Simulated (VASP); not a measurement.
# ZrC (F-43m) in VASP: vibrations by perturbation theory with PBEsol

Aim: the vibrations by perturbation theory of ZrC with PBEsol.

Everything below comes from runs of VASP 6.6.1. Logs are shortened: lines on timing, memory, paths and dates and some standing lists are left out, and cuts for length are marked.

## Step 1: The cell of the first run

Symmetry: F-43m, No. 216, cubic system. The conventional cell has a = 5.046 Å, b = 5.046 Å, c = 5.046 Å, α = 90.00°, β = 90.00°, γ = 90.00°. Zr (site symmetry -43m) has 4 C at 2.18 Å within 2.9 Å. C (site symmetry -43m) has 4 Zr at 2.18 Å within 2.9 Å.

## Step 2: Vibrations by perturbation theory, PBEsol (phonons by finite displacements)

INCAR

```
SYSTEM = ZrC
ALGO = Normal ; EDIFF = 1E-8
ENCUT = 520 ; GGA = PS
IBRION = 8 ; ISIF = 2
ISMEAR = 0 ; LASPH = .True.
LCHARG = .False. ; LREAL = .False.
LWAVE = .False. ; NBANDS = 15
NELM = 60 ; NSW = 1
PREC = Accurate ; SIGMA = 0.05
```

KPOINTS

```
k-points
0
Gamma
  9 9 9
  0 0 0
```

POSCAR

```
ZrC
1.0
    0.0000000000      2.5228029414      2.5228029414
    2.5228029414      0.0000000000      2.5228029414
    2.5228029414      2.5228029414      0.0000000000
Zr C
1 1
Direct
    0.0000000000      0.0000000000      0.0000000000
    0.2500000000      0.2500000000      0.2500000000
```

Potentials or basis: VASP PAW PBE potentials, release 64 (Zr_sv, C).

Run with:

```sh
> cat potpaw_PBE.64/Zr_sv/POTCAR potpaw_PBE.64/C/POTCAR > POTCAR
> mpirun -np 1 vasp_std > vasp.out
```

OUTCAR:

```text
SYSTEM = ZrC
   EDIFF = 1E-8
   ENCUT = 520
   GGA = PS
   IBRION = 8
   ISIF = 2
   ISMEAR = 0
   LASPH = .True.
   LREAL = .False.
   NELM = 60
   NSW = 1
   PREC = Accurate

 ion  position               nearest neighbor table
   1  0.000  0.000  0.000-   2 2.18   2 2.18   2 2.18   2 2.18
   2  0.250  0.250  0.250-   1 2.18   1 2.18   1 2.18   1 2.18

  LATTYP: Found a face centered cubic cell.
 ALAT       =     5.0456058828

  Lattice vectors:

 A1 = (   0.0000000000,   2.5228029414,   2.5228029414)
 A2 = (   2.5228029414,   0.0000000000,   2.5228029414)
 A3 = (   2.5228029414,   2.5228029414,   0.0000000000)

Analysis of symmetry for initial positions (statically):
=====================================================================
 Subroutine PRICEL returns:
 Original cell was already a primitive cell.

 Routine SETGRP: Setting up the symmetry group for a
 face centered cubic supercell.

 Subroutine GETGRP returns: Found 24 space group operations
 (whereof 24 operations were pure point group operations)
 out of a pool of 48 trial point group operations.

The static configuration has the point symmetry T_d .

Analysis of symmetry for dynamics (positions and initial velocities):
=====================================================================
 Subroutine PRICEL returns:
 Original cell was already a primitive cell.

 Routine SETGRP: Setting up the symmetry group for a
 face centered cubic supercell.

 Subroutine GETGRP returns: Found 24 space group operations
 (whereof 24 operations were pure point group operations)
 out of a pool of 48 trial point group operations.

The dynamic configuration has the point symmetry T_d .

 Subroutine INISYM returns: Found 24 space group operations
 (whereof 24 operations are pure point group operations),
 and found     1 'primitive' translations

----------------------------------------------------------------------------------------

[... 592 lines left out ...]

 VOLUME and BASIS-vectors are now :
 -----------------------------------------------------------------------------
  energy-cutoff  :      520.00
  volume of cell :       32.11
      direct lattice vectors                 reciprocal lattice vectors
     0.000000000  2.522802941  2.522802941    -0.198192253  0.198192253  0.198192253
     2.522802941  0.000000000  2.522802941     0.198192253 -0.198192253  0.198192253
     2.522802941  2.522802941  0.000000000     0.198192253  0.198192253 -0.198192253

 POSITION                                       TOTAL-FORCE (eV/Angst)
 -----------------------------------------------------------------------------------
      0.00000      0.00000      0.00000         0.000000      0.000000      0.000000
      1.26140      1.26140      1.26140        -0.000000     -0.000000     -0.000000
 -----------------------------------------------------------------------------------
    total drift:                                0.000000      0.000000      0.000000

  FREE ENERGIE OF THE ION-ELECTRON SYSTEM (eV)
  ---------------------------------------------------
  free  energy   TOTEN  =       -19.1603920751 eV

  energy  without entropy=      -19.1603920751  energy(sigma->0) =      -19.16039208

[... ionic steps 2 to 3 ...]

--------------------------------------- Ionic step        4  -------------------------------------------

------------------------ aborting loop because EDIFF is reached ----------------------------------------

[... ionic steps 5 to 6 ...]

--------------------------------------- Ionic step        7  -------------------------------------------

 Free energy of the ion-electron system (eV)
  ---------------------------------------------------
  ---------------------------------------------------
  free energy    TOTEN  =        -0.12295130 eV

  energy without entropy =       -0.12295130

------------------------ aborting loop because EDIFF is reached ----------------------------------------

 INTERNAL STRAIN TENSOR  FOR ION    2  DIRECTION 1   (eV/Angst):
 -----------------------------------------------------------------------------
     0.03083  0.00000  0.00000
     0.00000 -0.01659 -9.59351
     0.00000 -9.59351 -0.01659

 INTERNAL STRAIN TENSOR FOR ION    2 for displacements in x,y,z  (eV/Angst):
          X           Y           Z          XY          YZ          ZX
  --------------------------------------------------------------------------------
  x     0.00000    -0.00000     0.00000     0.00000    -9.59351     0.00000
  y    -0.00000     0.00000     0.00000     0.00000     0.00000    -9.59351
  z    -0.00000     0.00000     0.00000    -9.59351     0.00000     0.00000

 SECOND DERIVATIVES (NOT SYMMETRIZED)
 ------------------------------------
               1X          1Y          1Z          2X          2Y          2Z
  1X   -10.871948    0.000000    0.000000   10.871948    0.000000    0.000000
  1Y     0.000000  -10.871948    0.000000    0.000000   10.871948    0.000000
  1Z     0.000000    0.000000  -10.871948    0.000000    0.000000   10.871948
  2X    10.869457    0.000000    0.000000  -10.869457    0.000000    0.000000
  2Y     0.000000   10.869457    0.000000    0.000000  -10.869457    0.000000
  2Z     0.000000    0.000000   10.869457    0.000000    0.000000  -10.869457

 Eigenvectors and eigenvalues of the dynamical matrix
 ----------------------------------------------------

   1 f  =   15.820849 THz    99.405324 2PiTHz  527.726710 cm-1    65.429744 meV
             X         Y         Z           dx          dy          dz
      0.000000  0.000000  0.000000     0.338712    0.040542    0.000000
      1.261401  1.261401  1.261401    -0.933354   -0.111718    0.000000
[... 21 lines left out ...]
   6 f/i=    0.000581 THz     0.003652 2PiTHz    0.019388 cm-1     0.002404 meV
             X         Y         Z           dx          dy          dz
      0.000000  0.000000  0.000000    -0.014719    0.927403    0.152763
      1.261401  1.261401  1.261401    -0.005342    0.336553    0.055437

--------------------------------------------------------------------------------------------------------

 ELASTIC MODULI CONTR FROM IONIC RELAXATION (kBar)
 Direction    XX          YY          ZZ          XY          YZ          ZX
 --------------------------------------------------------------------------------
 XX          -0.0000      0.0000     -0.0000     -0.0000      0.0000     -0.0000
 YY           0.0000     -0.0000     -0.0000      0.0000     -0.0000      0.0000
 ZZ          -0.0000     -0.0000     -0.0000      0.0000      0.0000      0.0000
 XY          -0.0000      0.0000      0.0000   -460.0468      0.0000      0.0000
 YZ           0.0000     -0.0000      0.0000      0.0000   -460.0468      0.0000
 ZX          -0.0000      0.0000      0.0000      0.0000      0.0000   -460.0468
 --------------------------------------------------------------------------------
```

Run time: 7.7 min. Hardware: 1 thread of Intel Xeon Platinum 8259CL at 2.50GHz (Skylake/Cascade Lake), shared host; peak memory 0.28 GiB.

Results:

* Highest phonon frequency at Γ, LO-TO splitting left out: 528 cm⁻¹

Phonon frequencies in cm⁻¹ (negative: imaginary):
```csv
q point,frequencies
"(0.000, 0.000, 0.000)",0 0 0 528 528 528
```

Caveat: the cell differs from its parent crystal (phonons by finite displacements).
